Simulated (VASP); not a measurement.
# HgTe (F-43m) in VASP: a series of runs, part 2 of 2

VASP 6.6.1.

## 3. Single point, PBE (volume scaled by 1.06, then relaxed in part)

INCAR

```
  PREC = Accurate
  ENCUT = 520
  EDIFF = 1E-7
  ISMEAR = -1
  SIGMA = 0.05
  LREAL = F
  LASPH = T
  NELM = 60
  ALGO = Normal
  ISIF = 2
  LWAVE = F
  LCHARG = F
  GGA = PE
  NBANDS = 16
```

KPOINTS

```
regular mesh
0
Gamma
  13 13 13
```

POSCAR

```
HgTe
1.0
    0.0000000000      3.2867219331      3.2867219331
    3.2867219331      0.0000000000      3.2867219331
    3.2867219331      3.2867219331      0.0000000000
Hg Te
1 1
Direct
    0.0000000000      0.0000000000      0.0000000000
    0.2500000000      0.2500000000      0.2500000000
```

Potentials or basis: VASP PAW PBE potentials, release 64 (Hg, Te).

Started as:

```bash
$ cat potpaw_PBE.64/Hg/POTCAR potpaw_PBE.64/Te/POTCAR > POTCAR
$ mpirun -np 1 vasp_std > vasp.out
```

OUTCAR:

```text
PREC = Accurate
   ENCUT = 520
   EDIFF = 1E-7
   ISMEAR = -1
   LREAL = F
   LASPH = T
   NELM = 60
   ISIF = 2
   GGA = PE

 ion  position               nearest neighbor table
   1  0.000  0.000  0.000-   2 2.85   2 2.85   2 2.85   2 2.85
   2  0.250  0.250  0.250-   1 2.85   1 2.85   1 2.85   1 2.85

  LATTYP: Found a face centered cubic cell.
 ALAT       =     6.5734438662

  Lattice vectors:

 A1 = (   0.0000000000,   3.2867219331,   3.2867219331)
 A2 = (   3.2867219331,   0.0000000000,   3.2867219331)
 A3 = (   3.2867219331,   3.2867219331,   0.0000000000)

Analysis of symmetry for initial positions (statically):
=====================================================================
 Subroutine PRICEL returns:
 Original cell was already a primitive cell.

 Routine SETGRP: Setting up the symmetry group for a
 face centered cubic supercell.

 Subroutine GETGRP returns: Found 24 space group operations
 (whereof 24 operations were pure point group operations)
 out of a pool of 48 trial point group operations.

The static configuration has the point symmetry T_d .

Analysis of symmetry for dynamics (positions and initial velocities):
=====================================================================
 Subroutine PRICEL returns:
 Original cell was already a primitive cell.

 Routine SETGRP: Setting up the symmetry group for a
 face centered cubic supercell.

 Subroutine GETGRP returns: Found 24 space group operations
 (whereof 24 operations were pure point group operations)
 out of a pool of 48 trial point group operations.

The dynamic configuration has the point symmetry T_d .

 Subroutine INISYM returns: Found 24 space group operations
 (whereof 24 operations are pure point group operations),
 and found     1 'primitive' translations

----------------------------------------------------------------------------------------

                                     Primitive cell

  volume of cell :      71.0099

  direct lattice vectors                    reciprocal lattice vectors
     0.000000000  3.286721933  3.286721933    -0.152127259  0.152127259  0.152127259
     3.286721933  0.000000000  3.286721933     0.152127259 -0.152127259  0.152127259
     3.286721933  3.286721933  0.000000000     0.152127259  0.152127259 -0.152127259

  length of vectors
     4.648126734  4.648126734  4.648126734     0.263492142  0.263492142  0.263492142

  position of ions in fractional coordinates (direct lattice)
     0.000000000  0.000000000  0.000000000
     0.250000000  0.250000000  0.250000000

  ion indices of the primitive-cell ions
   primitive index   ion index
                 1           1
                 2           2

----------------------------------------------------------------------------------------

 KPOINTS: regular mesh

Automatic generation of k-mesh.
 Grid dimensions read from file:
 generate k-points for:   13   13   13

 Generating k-lattice:

  Cartesian coordinates                     Fractional coordinates (reciprocal lattice)
    -0.011702097  0.011702097  0.011702097     0.076923077  0.000000000  0.000000000
     0.011702097 -0.011702097  0.011702097     0.000000000  0.076923077  0.000000000
     0.011702097  0.011702097 -0.011702097     0.000000000  0.000000000  0.076923077

  Length of vectors
     0.020268626  0.020268626  0.020268626

  Shift w.r.t. Gamma in fractional coordinates (k-lattice)
     0.000000000  0.000000000  0.000000000

 Subroutine IBZKPT returns following result:
 ===========================================

 Found     84 irreducible k-points:

 Following reciprocal coordinates:
            Coordinates               Weight
  0.000000  0.000000  0.000000      1.000000
  0.076923  0.000000  0.000000      8.000000
  0.153846  0.000000  0.000000      8.000000
  0.230769  0.000000  0.000000      8.000000
  0.307692  0.000000  0.000000      8.000000
  0.384615  0.000000  0.000000      8.000000
[... 16 lines left out ...]
  0.384615  0.153846  0.000000     24.000000
  0.461538  0.153846  0.000000     24.000000
 [... further k-points ...]
   k-points           NKPTS =     84   k-points in BZ     NKDIM =     84   number of bands    NBANDS=     16
   number of dos      NEDOS =    301   number of ions     NIONS =      2
   total plane-waves  NPLWV =  46656
   dimension x,y,z NGX =    36 NGY =   36 NGZ =   36
   dimension x,y,z NGXF=    72 NGYF=   72 NGZF=   72
   ions per type =               1   1
   NGX,Y,Z   is equivalent  to a cutoff of  12.88, 12.88, 12.88 a.u.
   NGXF,Y,Z  is equivalent  to a cutoff of  25.75, 25.75, 25.75 a.u.
 SYSTEM =  unknown system
   PREC   = accura    normal or accurate (medium, high low for compatibility)
   ISTART =      0    job   : 0-new  1-cont  2-samecut
   ICHARG =      2    charge: 1-file 2-atom 10-const
   ISPIN  =      1    spin polarized calculation?
   LNONCOLLINEAR =      F non collinear calculations
   LSORBIT =      F    spin-orbit coupling
   LASPH  =      T    aspherical Exc in radial PAW
   ENCUT  =  520.0 eV  38.22 Ry    6.18 a.u.   8.64  8.64  8.64*2*pi/ulx,y,z
   NELM   =     60;   NELMIN=  2; NELMDL= -5     # of ELM steps
   EDIFF  = 0.1E-06   stopping-criterion for ELM
   LREAL  =      F    real-space projection
   EDIFFG = 0.1E-05   stopping-criterion for IOM
   NSW    =      0    number of steps for IOM
   IBRION =     -1    ionic relax: 0-MD 1-quasi-New 2-CG
   NFREE  =      0    steps in history (QN), initial steepest desc. (CG)
   ISIF   =      2    stress and relaxation
   ISYM   =      2    0-nonsym 1-usesym 2-fastsym
   POTIM  = 0.5000    time-step for ionic-motion
   TEBEG  =    0.0;   TEEND  =   0.0 temperature during run
   PSTRESS=    0.0 pullay stress
   NELECT =      18.0000    total number of electrons
   NUPDOWN=      -1.0000    fix difference up-down
   EMIN   =  10.00;   EMAX   =-10.00  energy-range for DOS
   EFERMI =   0.00;   METHOD = LEGACY
   ISMEAR =    -1;   SIGMA  =   0.05  broadening in eV -4-tet -1-fermi 0-gaus
   EFERMI_NEDOS =   21; number of points for ismear=-14 and -15
   IALGO  =     38    algorithm
   IMIX   =      4    mixing-type and parameters
     AMIX     =   0.40;   BMIX     =  1.00
     AMIX_MAG =   1.60;   BMIX_MAG =  1.00
  volume/ion in A,a.u.               =      35.50       239.60
  Fermi-wavevector in a.u.,A,eV,Ry     =   1.036079  1.957905 14.605295  1.073459
  Thomas-Fermi vector in A             =   2.170452
   LORBIT       =      0    0 simple, 1 ext, 2 COOP (PROOUT), +10 PAW based schemes
   GGA     = PE    functional components
   LHFCALC =     F    Hartree Fock is set to
   AEXX    =    0.0000 exact exchange contribution
   IVDW    =     0    specifies the selected vdW correction
   LEPSILON=     F    determine dielectric tensor
   LRPA    =     F    only Hartree local field effects (RPA)
 non-spin polarized calculation
  energy-cutoff  :      520.00
  volume of cell :       71.01
 maximum number of plane-waves:      1932
   NGX = 17   NGY = 17   NGZ = 17

 number of electron      18.0000001 magnetization

 Free energy of the ion-electron system (eV)
  ---------------------------------------------------
  ext. energy  EPLUGINS =         0.00000000
  ---------------------------------------------------
  free energy    TOTEN  =        -3.64070207 eV

  energy without entropy =       -3.64045943  energy(sigma->0) =       -3.64058075

 E-fermi :   2.6906     XC(G=0):  -8.5151

 val. band max:        2.5768406978   @ k =   0.0000   0.0000   0.0000
 cond. band min:       2.9264921233   @ k =   0.0769   0.0000   0.0000
 fundamental gap:      0.3496514255
 Fermi energy:         2.6905643615

 k-point     1 :       0.0000    0.0000    0.0000
  band No.  band energies     occupation
      1      -9.0614      2.00000
      2      -4.4944      2.00000
      3      -4.4944      2.00000
      4      -4.4944      2.00000
      5      -4.0235      2.00000
      6      -4.0235      2.00000
[... 8 lines left out ...]
     15      12.0574      0.00000
     16      12.0574      0.00000
[... 419 lines left out ...]
 k-point    24 :       0.4615    0.1538    0.0000
  band No.  band energies     occupation
      1      -8.5397      2.00000
      2      -4.3752      2.00000
      3      -4.3445      2.00000
      4      -4.0807      2.00000
      5      -3.9983      2.00000
      6      -3.8589      2.00000
[... 8 lines left out ...]
     15      12.0245      0.00000
     16      12.7614      0.00000

 [... further k-points ...]

------------------------ aborting loop because EDIFF is reached ----------------------------------------

  FORCE on cell =-STRESS in cart. coord.  units (eV):
  Direction    XX          YY          ZZ          XY          YZ          ZX
  --------------------------------------------------------------------------------------
  -------------------------------------------------------------------------------------
  Total        0.6033115      0.6033115      0.6033115      0.0000000      0.0000000      0.0000000
  in kB       13.6123559     13.6123559     13.6123559      0.0000000      0.0000000      0.0000000
  external PRESSURE =      13.6123559 kB  Pullay stress =       0.0000000 kB

 VOLUME and BASIS-vectors are now :
 -----------------------------------------------------------------------------
  energy-cutoff  :      520.00
  volume of cell :       71.01
      direct lattice vectors                 reciprocal lattice vectors
     0.000000000  3.286721933  3.286721933    -0.152127259  0.152127259  0.152127259
     3.286721933  0.000000000  3.286721933     0.152127259 -0.152127259  0.152127259
     3.286721933  3.286721933  0.000000000     0.152127259  0.152127259 -0.152127259

 POSITION                                       TOTAL-FORCE (eV/Angst)
 -----------------------------------------------------------------------------------
      0.00000      0.00000      0.00000         0.000000      0.000000      0.000000
      1.64336      1.64336      1.64336        -0.000000     -0.000000     -0.000000
 -----------------------------------------------------------------------------------
    total drift:                               -0.000000     -0.000000     -0.000000

  FREE ENERGIE OF THE ION-ELECTRON SYSTEM (eV)
  ---------------------------------------------------
  free  energy   TOTEN  =        -3.6407020703 eV

  energy  without entropy=       -3.6404594259  energy(sigma->0) =       -3.64058075
```

Wall time 40 s (1 thread of Intel Xeon 6975P-C (Granite Rapids), shared host); peak memory 0.27 GiB.

What came out:

```yaml
Free_energy: -3.6407 eV
Pressure: 1.4 GPa
Band_gap_on_the_k_mesh: zero (filled and empty bands touch)
```

Levels at points of the mesh, in eV from the Fermi level:
| k point | band 5 | band 6 | band 7 | band 8 | band 9 | band 10 | band 11 | band 12 | band 13 | band 14 |
| --- | --- | --- | --- | --- | --- | --- | --- | --- | --- | --- |
| (0.00, 0.00, 0.00) | -6.71 | -6.71 | -0.96 | -0.11 | -0.11 | -0.11 | 4.20 | 4.20 | 4.20 | 6.39 |

Caveat: spin-orbit coupling is left out, which moves the levels of the heavy elements.
